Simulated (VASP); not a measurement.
# SiO2 (P4_12_12) in VASP: further runs, part 2 of 2

VASP 6.6.1. Earlier steps stand in the parts before.

## 3. Electric field gradients, r2SCAN

The input, POSCAR:

```
SiO2
1.0
    4.9709000000      0.0000000000      0.0000000000
    0.0000000000      4.9709000000      0.0000000000
    0.0000000000      0.0000000000      6.9278000000
Si O
4 8
Direct
    0.3054739665      0.3054739665      0.0000000000
    0.1945260335      0.8054739665      0.2500000000
    0.6945260335      0.6945260335      0.5000000000
    0.8054739665      0.1945260335      0.7500000000
    0.2364627603      0.1167944280      0.1852238888
    0.3832055720      0.7364627603      0.4352238888
    0.7635372397      0.8832055720      0.6852238888
    0.6167944280      0.2635372397      0.9352238888
    0.7364627603      0.3832055720      0.5647761112
    0.8832055720      0.7635372397      0.3147761112
    0.2635372397      0.6167944280      0.0647761112
    0.1167944280      0.2364627603      0.8147761112
```

The input, INCAR.step1:

```
PREC = Accurate
ENCUT = 520
ISMEAR = -1
SIGMA = 0.02
LREAL = F
LASPH = T
NELM = 80
NBANDS = 44
GGA = PE
ALGO = Normal
EDIFF = 1E-4
LWAVE = T
LCHARG = F
```

The input, INCAR.step2:

```
PREC = Accurate
ENCUT = 520
EDIFF = 1E-8
ISMEAR = -1
SIGMA = 0.02
LREAL = F
LASPH = T
NELM = 80
ALGO = Normal
ISIF = 2
LWAVE = F
LCHARG = F
METAGGA = R2SCAN
LMIXTAU = T
LEFG = T
NBANDS = 44
ISTART = 1
```

The input, KPOINTS:

```
regular mesh
0
Gamma
  5 5 4
```

Potentials or basis: VASP PAW PBE potentials, release 64 (Si, O).

On the command line:

```bash
$ cat potpaw_PBE.64/Si/POTCAR potpaw_PBE.64/O/POTCAR > POTCAR
$ cp INCAR.step1 INCAR
$ mpirun -np 1 vasp_std > vasp.out
$ cp INCAR.step2 INCAR
$ mpirun -np 1 vasp_std > vasp.out
```

OUTCAR:

```text
PREC = Accurate
   ENCUT = 520
   EDIFF = 1E-8
   ISMEAR = -1
   LREAL = F
   LASPH = T
   NELM = 80
   ISIF = 2
   METAGGA = R2SCAN
   ISTART = 1

 ion  position               nearest neighbor table
   1  0.305  0.305  0.000-   8 1.62  11 1.62   5 1.63  12 1.63   2 3.08   4 3.08   2 3.08   4 3.08

   2  0.195  0.805  0.250-   5 1.62  10 1.62   6 1.63  11 1.63   1 3.08   3 3.08   1 3.08   3 3.08

   3  0.695  0.695  0.500-   6 1.62   9 1.62   7 1.63  10 1.63   2 3.08   4 3.08   4 3.08   2 3.08

   4  0.805  0.195  0.750-   7 1.62  12 1.62   9 1.63   8 1.63   1 3.08   3 3.08   3 3.08   1 3.08

   5  0.236  0.117  0.185-   2 1.62   1 1.63
   6  0.383  0.736  0.435-   3 1.62   2 1.63
   7  0.764  0.883  0.685-   4 1.62   3 1.63
   8  0.617  0.264  0.935-   1 1.62   4 1.63
   9  0.736  0.383  0.565-   3 1.62   4 1.63
  10  0.883  0.764  0.315-   2 1.62   3 1.63
[... 1119 lines left out ...]
----------------------------------------------------------------------
   1       3.736     0.468    -4.204       0.777
   2       3.736     0.468    -4.204       0.777
   3       3.736     0.468    -4.204       0.777
   4       3.736     0.468    -4.204       0.777
   5     -53.139   -35.512    88.651       0.199
   6     -53.139   -35.512    88.651       0.199
   7     -53.139   -35.512    88.651       0.199
   8     -53.139   -35.512    88.651       0.199
   9     -53.139   -35.512    88.651       0.199
  10     -53.139   -35.512    88.651       0.199
  11     -53.139   -35.512    88.651       0.199
  12     -53.139   -35.512    88.651       0.199
----------------------------------------------------------------------

           NMR quadrupolar parameters

 Cq : quadrupolar parameter    Cq=e*Q*V_zz/h
 eta: asymmetry parameters     (V_yy - V_xx)/ V_zz
 Q  : nuclear electric quadrupole moment in mb (millibarn)
----------------------------------------------------------------------
 ion       Cq(MHz)       eta       Q (mb)
----------------------------------------------------------------------
   1      -0.010       0.777       1.000
   2      -0.010       0.777       1.000
   3      -0.010       0.777       1.000
   4      -0.010       0.777       1.000
   5       0.214       0.199       1.000
   6       0.214       0.199       1.000
   7       0.214       0.199       1.000
   8       0.214       0.199       1.000
   9       0.214       0.199       1.000
  10       0.214       0.199       1.000
  11       0.214       0.199       1.000
  12       0.214       0.199       1.000
----------------------------------------------------------------------
```

OUTCAR.step1:

```text
PREC = Accurate
   ENCUT = 520
   ISMEAR = -1
   LREAL = F
   LASPH = T
[... 1103 lines left out ...]
      3.66088      1.90488      3.91266         0.010936     -0.011386      0.009914
      4.39033      3.79547      2.18071        -0.011386     -0.010936      0.009914
      1.31002      3.06602      0.44876        -0.010936      0.011386      0.009914
      0.58057      1.17543      5.64461         0.011386      0.010936      0.009914
 -----------------------------------------------------------------------------------
    total drift:                               -0.000000      0.000000      0.000000

  FREE ENERGIE OF THE ION-ELECTRON SYSTEM (eV)
  ---------------------------------------------------
  free  energy   TOTEN  =       -94.8876394497 eV

  energy  without entropy=      -94.8876394497  energy(sigma->0) =      -94.88763945
```

Wall time 7.2 min (1 thread of AMD EPYC 9R45 (Zen 5), shared host); peak memory 0.32 GiB.

What came out:

```
Free energy                             : -119.1205 eV
Pressure                                : -3.3 GPa
Largest force                           : 0.294 eV/Å
Band gap on the k mesh                  : 6.27 eV
Largest electric field gradient by atom : Si -4.2; O +88.7 V/Å²
```

Forces on the atoms (eV/Å):
```
Si   0.034  0.034  0.000
Si  -0.034  0.034  0.000
Si  -0.034 -0.034  0.000
Si   0.034 -0.034  0.000
O    0.049 -0.141 -0.253
O    0.141  0.049 -0.253
O   -0.049  0.141 -0.253
O   -0.141 -0.049 -0.253
O    0.049  0.141  0.253
O    0.141 -0.049  0.253
O   -0.049 -0.141  0.253
O   -0.141  0.049  0.253
```

Levels at points of the mesh, in eV from the valence-band top:
| k point | band 29 | band 30 | band 31 | band 32 | band 33 | band 34 | band 35 | band 36 |
| --- | --- | --- | --- | --- | --- | --- | --- | --- |
| (0.00, 0.00, 0.00) | -0.69 | -0.35 | -0.35 | 0.00 | 6.27 | 9.59 | 9.59 | 10.02 |
| (0.00, 0.00, 0.50) | -0.56 | -0.56 | -0.38 | -0.38 | 7.57 | 7.57 | 10.17 | 10.17 |

Electric field gradients, principal values (V/Å²):
| atom | least | middle | greatest (by size) |
| --- | --- | --- | --- |
| 1 Si | 0.468 | 3.736 | -4.204 |
| 2 Si | 0.468 | 3.736 | -4.204 |
| 3 Si | 0.468 | 3.736 | -4.204 |
| 4 Si | 0.468 | 3.736 | -4.204 |
| 5 O | -35.512 | -53.139 | 88.651 |
| 6 O | -35.512 | -53.139 | 88.651 |
| 7 O | -35.512 | -53.139 | 88.651 |
| 8 O | -35.512 | -53.139 | 88.651 |
| 9 O | -35.512 | -53.139 | 88.651 |
| 10 O | -35.512 | -53.139 | 88.651 |
| 11 O | -35.512 | -53.139 | 88.651 |
| 12 O | -35.512 | -53.139 | 88.651 |

Caveat: the cell stands under tension; without QUAD_EFG the Cq values of the log hold for a quadrupole moment of 1 mb, not for the nuclei; the PAW data sets were made with another functional, which shifts forces and pressure a little. A k mesh can miss the band edges.
